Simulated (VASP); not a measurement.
Here is a VASP 6.6.1 calculation.

File INCAR:

```
SYSTEM = Ru
PREC = Accurate
ENCUT = 520
EDIFF = 1E-6
ISMEAR = 0
SIGMA = 0.15
LREAL = .False.
LASPH = .True.
NELM = 100
ALGO = Fast
ISIF = 2
LWAVE = .False.
LCHARG = .False.
GGA = PE
NBANDS = 13
```

The input KPOINTS:

```
Automatic mesh
0
Gamma
  22 22 22
  0 0 0
```

The input POSCAR:

```
Ru
1.0
    0.0000000000      2.1485506386      1.5776807340
    2.1485506386      0.0000000000      1.5776807340
    2.1485506386      2.1485506386      0.0000000000
Ru
1
Direct
    0.0000000000      0.0000000000      0.0000000000
```

Potentials or basis: VASP PAW PBE potentials, release 64 (Ru_pv).

Command:

```bash
$ cat potpaw_PBE.64/Ru_pv/POTCAR > POTCAR
$ mpirun -np 1 vasp_std > vasp.out
```

**Question.** Predict the band gap on the k mesh.

**Answer.** Zero (band 7 reaches 13.48 eV, above the bottom of band 8 at 10.11 eV).

**Question.** What does it give for the pressure?

**Answer.** -6.4 GPa.

Stress tensor (GPa, compression positive):
```
-11.53   0.00   0.00
  0.00 -11.53   0.00
  0.00   0.00   3.93
```
